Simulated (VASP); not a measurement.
# BaTe (R-3m) in VASP: single point with r2SCAN

Aim: the single point of BaTe with r2SCAN.

Program: VASP 6.6.1. These are calculated values, not measurements. Logs are shortened: lines on timing, memory, paths and dates and some standing lists are left out, and cuts for length are marked.

## 1. The cell of the first run

It takes space group R-3m (No. 166, trigonal). Conventional cell: a = 4.768 Å, b = 4.768 Å, c = 12.759 Å, α = 90.00°, β = 90.00°, γ = 120.00°. Ba (site symmetry -3m) has 6 Te at 3.48 Å within 4.6 Å. Within 4.6 Å of Te (site symmetry -3m) lie 6 Ba at 3.48 Å.

## 2. Single point, r2SCAN (epitaxial 111 strain -4.6%)

POSCAR

```
BaTe
1.0
    0.2079538831      3.5792638779      3.5792638779
    3.5792638779      0.2079538831      3.5792638779
    3.5792638779      3.5792638779      0.2079538831
Ba Te
1 1
Direct
    0.0000000000      0.0000000000      0.0000000000
    0.5000000000      0.5000000000      0.5000000000
```

INCAR.step1

```
SYSTEM = BaTe
ALGO = Normal
EDIFF = 1E-4
ENCUT = 520
GGA = PE
ISMEAR = 0
LASPH = .True.
LCHARG = .False.
LREAL = .False.
LWAVE = .True.
NBANDS = 15
NELM = 100
PREC = Accurate
SIGMA = 0.01
```

INCAR.step2

```
SYSTEM = BaTe
ALGO = Normal
EDIFF = 1E-6
ENCUT = 520
ISIF = 2
ISMEAR = 0
ISTART = 1
LASPH = .True.
LCHARG = .False.
LMIXTAU = .True.
LREAL = .False.
LWAVE = .False.
METAGGA = R2SCAN
NBANDS = 15
NELM = 100
PREC = Accurate
SIGMA = 0.01
```

KPOINTS

```
k-points
0
Gamma
  6 6 6
  0 0 0
```

Potentials or basis: VASP PAW PBE potentials, release 64 (Ba_sv, Te).

On the command line:

```
cat potpaw_PBE.64/Ba_sv/POTCAR potpaw_PBE.64/Te/POTCAR > POTCAR
cp INCAR.step1 INCAR
mpirun -np 1 vasp_std > vasp.out
cp INCAR.step2 INCAR
mpirun -np 1 vasp_std > vasp.out
```

OUTCAR:

```text
SYSTEM = BaTe
   EDIFF = 1E-6
   ENCUT = 520
   ISIF = 2
   ISMEAR = 0
   ISTART = 1
   LASPH = .True.
   LREAL = .False.
   METAGGA = R2SCAN
   NELM = 100
   PREC = Accurate

 ion  position               nearest neighbor table
   1  0.000  0.000  0.000-   2 3.48   2 3.48   2 3.48   2 3.48   2 3.48   2 3.48
   2  0.500  0.500  0.500-   1 3.48   1 3.48   1 3.48   1 3.48   1 3.48   1 3.48

  LATTYP: Found a trigonal (rhomboedric) cell.
 ALAT       =     5.0661133656
 COS(alpha) =     0.5571592593

  Lattice vectors:

 A1 = (   0.2079538831,   3.5792638779,   3.5792638779)
 A2 = (   3.5792638779,   0.2079538831,   3.5792638779)
 A3 = (   3.5792638779,   3.5792638779,   0.2079538831)

Analysis of symmetry for initial positions (statically):
=====================================================================
 Subroutine PRICEL returns:
 Original cell was already a primitive cell.

 Routine SETGRP: Setting up the symmetry group for a
 trigonal (rhombohedral) supercell.

 Subroutine GETGRP returns: Found 12 space group operations
 (whereof 12 operations were pure point group operations)
 out of a pool of 12 trial point group operations.

The static configuration has the point symmetry D_3d.

Analysis of symmetry for dynamics (positions and initial velocities):
=====================================================================
 Subroutine PRICEL returns:
 Original cell was already a primitive cell.

 Routine SETGRP: Setting up the symmetry group for a
 trigonal (rhombohedral) supercell.

 Subroutine GETGRP returns: Found 12 space group operations
 (whereof 12 operations were pure point group operations)
 out of a pool of 12 trial point group operations.

The dynamic configuration has the point symmetry D_3d.

 Subroutine INISYM returns: Found 12 space group operations
 (whereof 12 operations are pure point group operations),
 and found     1 'primitive' translations

----------------------------------------------------------------------------------------

                                     Primitive cell

  volume of cell :      83.7254

  direct lattice vectors                    reciprocal lattice vectors
     0.207953883  3.579263878  3.579263878    -0.152497063  0.144123539  0.144123539
     3.579263878  0.207953883  3.579263878     0.144123539 -0.152497063  0.144123539
     3.579263878  3.579263878  0.207953883     0.144123539  0.144123539 -0.152497063

  length of vectors
     5.066113366  5.066113366  5.066113366     0.254555580  0.254555580  0.254555580

  position of ions in fractional coordinates (direct lattice)
     0.000000000  0.000000000  0.000000000
     0.500000000  0.500000000  0.500000000

  ion indices of the primitive-cell ions
   primitive index   ion index
                 1           1
                 2           2

----------------------------------------------------------------------------------------

 KPOINTS: k-points

Automatic generation of k-mesh.
 Grid dimensions read from file:
 generate k-points for:    6    6    6

 Generating k-lattice:

  Cartesian coordinates                     Fractional coordinates (reciprocal lattice)
    -0.025416177  0.024020590  0.024020590     0.166666667  0.000000000  0.000000000
     0.024020590 -0.025416177  0.024020590     0.000000000  0.166666667  0.000000000
     0.024020590  0.024020590 -0.025416177     0.000000000  0.000000000  0.166666667

  Length of vectors
     0.042425930  0.042425930  0.042425930

  Shift w.r.t. Gamma in fractional coordinates (k-lattice)
     0.000000000  0.000000000  0.000000000

 Subroutine IBZKPT returns following result:
 ===========================================

 Found     32 irreducible k-points:

 Following reciprocal coordinates:
            Coordinates               Weight
  0.000000  0.000000  0.000000      1.000000
  0.166667 -0.000000 -0.000000      6.000000
  0.333333 -0.000000 -0.000000      6.000000
  0.500000  0.000000  0.000000      3.000000
  0.166667  0.166667 -0.000000      6.000000
  0.333333  0.166667 -0.000000     12.000000
[... 16 lines left out ...]
  0.500000  0.500000  0.166667      6.000000
 -0.333333  0.500000  0.166667     12.000000
 [... further k-points ...]
   k-points           NKPTS =     32   k-points in BZ     NKDIM =     32   number of bands    NBANDS=     15
   number of dos      NEDOS =    301   number of ions     NIONS =      2
   total plane-waves  NPLWV =  64000
   dimension x,y,z NGX =    40 NGY =   40 NGZ =   40
   dimension x,y,z NGXF=    80 NGYF=   80 NGZF=   80
   ions per type =               1   1
   NGX,Y,Z   is equivalent  to a cutoff of  13.13, 13.13, 13.13 a.u.
   NGXF,Y,Z  is equivalent  to a cutoff of  26.25, 26.25, 26.25 a.u.
 SYSTEM =  BaTe
   PREC   = accura    normal or accurate (medium, high low for compatibility)
   ISTART =      1    job   : 0-new  1-cont  2-samecut
   ICHARG =      0    charge: 1-file 2-atom 10-const
   ISPIN  =      1    spin polarized calculation?
   LNONCOLLINEAR =      F non collinear calculations
   LSORBIT =      F    spin-orbit coupling
   LASPH  =      T    aspherical Exc in radial PAW
   ENCUT  =  520.0 eV  38.22 Ry    6.18 a.u.   9.42  9.42  9.42*2*pi/ulx,y,z
   NELM   =    100;   NELMIN=  2; NELMDL=  0     # of ELM steps
   EDIFF  = 0.1E-05   stopping-criterion for ELM
   LREAL  =      F    real-space projection
   EDIFFG = 0.1E-04   stopping-criterion for IOM
   NSW    =      0    number of steps for IOM
   IBRION =     -1    ionic relax: 0-MD 1-quasi-New 2-CG
   NFREE  =      0    steps in history (QN), initial steepest desc. (CG)
   ISIF   =      2    stress and relaxation
   ISYM   =      2    0-nonsym 1-usesym 2-fastsym
   POTIM  = 0.5000    time-step for ionic-motion
   TEBEG  =    0.0;   TEEND  =   0.0 temperature during run
   PSTRESS=    0.0 pullay stress
   NELECT =      16.0000    total number of electrons
   NUPDOWN=      -1.0000    fix difference up-down
   EMIN   =  10.00;   EMAX   =-10.00  energy-range for DOS
   EFERMI =   0.00;   METHOD = LEGACY
   ISMEAR =     0;   SIGMA  =   0.01  broadening in eV -4-tet -1-fermi 0-gaus
   EFERMI_NEDOS =   21; number of points for ismear=-14 and -15
   IALGO  =     38    algorithm
   IMIX   =      4    mixing-type and parameters
     AMIX     =   0.40;   BMIX     =  1.00
     AMIX_MAG =   1.60;   BMIX_MAG =  1.00
  volume/ion in A,a.u.               =      41.86       282.50
  Fermi-wavevector in a.u.,A,eV,Ry     =   0.942965  1.781946 12.098074  0.889183
  Thomas-Fermi vector in A             =   2.070626
   LORBIT       =      0    0 simple, 1 ext, 2 COOP (PROOUT), +10 PAW based schemes
   METAGGA = R2SCAN    functional components
   LHFCALC =     F    Hartree Fock is set to
   AEXX    =    0.0000 exact exchange contribution
   IVDW    =     0    specifies the selected vdW correction
   LEPSILON=     F    determine dielectric tensor
   LRPA    =     F    only Hartree local field effects (RPA)
 non-spin polarized calculation
 Gauss-broadening in eV      SIGMA  =   0.01
  energy-cutoff  :      520.00
  volume of cell :       83.73
 maximum number of plane-waves:      2274
 NGX is ok and might be reduce to    40
   NGX = 19   NGY = 19   NGZ = 19

 number of electron      16.0000000 magnetization

 Free energy of the ion-electron system (eV)
  ---------------------------------------------------
  ext. energy  EPLUGINS =         0.00000000
  ---------------------------------------------------
  free energy    TOTEN  =       -55.96107190 eV

  energy without entropy =      -55.96107190  energy(sigma->0) =      -55.96107190

 E-fermi :   2.5207     XC(G=0):  -8.7348

 val. band max:        2.3654186150   @ k =   0.0000   0.0000   0.0000
 cond. band min:       4.0344189649   @ k =   0.5000   0.5000  -0.0000
 fundamental gap:      1.6690003499
 Fermi energy:         2.5207015539

 k-point     1 :       0.0000    0.0000    0.0000
  band No.  band energies     occupation
      1     -25.5519      2.00000
      2     -10.2850      2.00000
      3     -10.2816      2.00000
      4     -10.2816      2.00000
      5      -7.6347      2.00000
      6       2.0320      2.00000
      7       2.3654      2.00000
      8       2.3654      2.00000
      9       5.0267      0.00000
     10       5.7161      0.00000
     11       5.7161      0.00000
     12       6.0708      0.00000
     13       6.3241      0.00000
     14       6.3241      0.00000
     15       9.7704      0.00000

 k-point     2 :       0.1667   -0.0000   -0.0000
  band No.  band energies     occupation
      1     -25.5472      2.00000
      2     -10.4255      2.00000
      3     -10.2889      2.00000
      4     -10.2839      2.00000
      5      -7.4114      2.00000
      6       1.5019      2.00000
      7       1.6644      2.00000
      8       1.9763      2.00000
      9       5.4071      0.00000
     10       5.7553      0.00000
     11       6.0821      0.00000
     12       7.0212      0.00000
     13       7.1474      0.00000
     14       7.2300      0.00000
     15      10.7609      0.00000

 k-point     3 :       0.3333   -0.0000   -0.0000
  band No.  band energies     occupation
      1     -25.5379      2.00000
      2     -10.6676      2.00000
      3     -10.3034      2.00000
      4     -10.2821      2.00000
      5      -6.9941      2.00000
      6       0.4066      2.00000
      7       1.0500      2.00000
      8       1.4121      2.00000
      9       6.0413      0.00000
     10       6.4711      0.00000
     11       7.0958      0.00000
     12       8.3899      0.00000
     13       8.8881      0.00000
     14       8.9456      0.00000
     15      10.9034      0.00000
[... 343 lines left out ...]
 k-point    23 :       0.5000    0.5000    0.1667
  band No.  band energies     occupation
      1     -25.5324      2.00000
      2     -10.5105      2.00000
      3     -10.4383      2.00000
      4     -10.3486      2.00000
      5      -7.2392      2.00000
      6       0.9314      2.00000
      7       1.3323      2.00000
      8       1.8063      2.00000
      9       4.6591      0.00000
     10       7.6099      0.00000
     11       7.8839      0.00000
     12       8.1225      0.00000
     13       8.2356      0.00000
     14       8.8721      0.00000
     15      10.6960      0.00000

 k-point    24 :      -0.3333    0.5000    0.1667
  band No.  band energies     occupation
      1     -25.5296      2.00000
      2     -10.5045      2.00000
      3     -10.4344      2.00000
      4     -10.3943      2.00000
      5      -7.2225      2.00000
      6       1.1072      2.00000
      7       1.1396      2.00000
      8       1.5025      2.00000
      9       5.1240      0.00000
     10       7.2424      0.00000
     11       7.5063      0.00000
     12       8.0959      0.00000
     13       8.6881      0.00000
     14       9.5578      0.00000
     15      11.0085      0.00000

 [... further k-points ...]

------------------------ aborting loop because EDIFF is reached ----------------------------------------

  FORCE on cell =-STRESS in cart. coord.  units (eV):
  Direction    XX          YY          ZZ          XY          YZ          ZX
  --------------------------------------------------------------------------------------
  -------------------------------------------------------------------------------------
  Total        1.0380527      1.0380527      1.0380527     -0.4171985     -0.4171985     -0.4171985
  in kB       19.8642653     19.8642653     19.8642653     -7.9835456     -7.9835456     -7.9835456
  external PRESSURE =      19.8642653 kB  Pullay stress =       0.0000000 kB

 VOLUME and BASIS-vectors are now :
 -----------------------------------------------------------------------------
  energy-cutoff  :      520.00
  volume of cell :       83.73
      direct lattice vectors                 reciprocal lattice vectors
     0.207953883  3.579263878  3.579263878    -0.152497063  0.144123539  0.144123539
     3.579263878  0.207953883  3.579263878     0.144123539 -0.152497063  0.144123539
     3.579263878  3.579263878  0.207953883     0.144123539  0.144123539 -0.152497063

 POSITION                                       TOTAL-FORCE (eV/Angst)
 -----------------------------------------------------------------------------------
      0.00000      0.00000      0.00000        -0.000000      0.000000     -0.000000
      3.68324      3.68324      3.68324         0.000000     -0.000000      0.000000
 -----------------------------------------------------------------------------------
    total drift:                                0.000000     -0.000000     -0.000000

  FREE ENERGIE OF THE ION-ELECTRON SYSTEM (eV)
  ---------------------------------------------------
  free  energy   TOTEN  =       -55.9610718977 eV

  energy  without entropy=      -55.9610718977  energy(sigma->0) =      -55.96107190
```

Wall time 2.1 min (1 thread of Intel Xeon Platinum 8488C (Sapphire Rapids), shared host); peak memory 0.27 GiB.

What came out:

```yaml
Free_energy: -55.9611 eV
Pressure: 2.0 GPa
Band_gap_on_the_k_mesh: 1.67 eV, indirect (least direct gap 2.05 eV)
```

Caveat: the cell differs from its parent crystal (epitaxial 111 strain -4.6%); the PAW data sets were made with another functional, which shifts forces and pressure a little; spin-orbit coupling is left out, which moves the levels of the heavy elements.
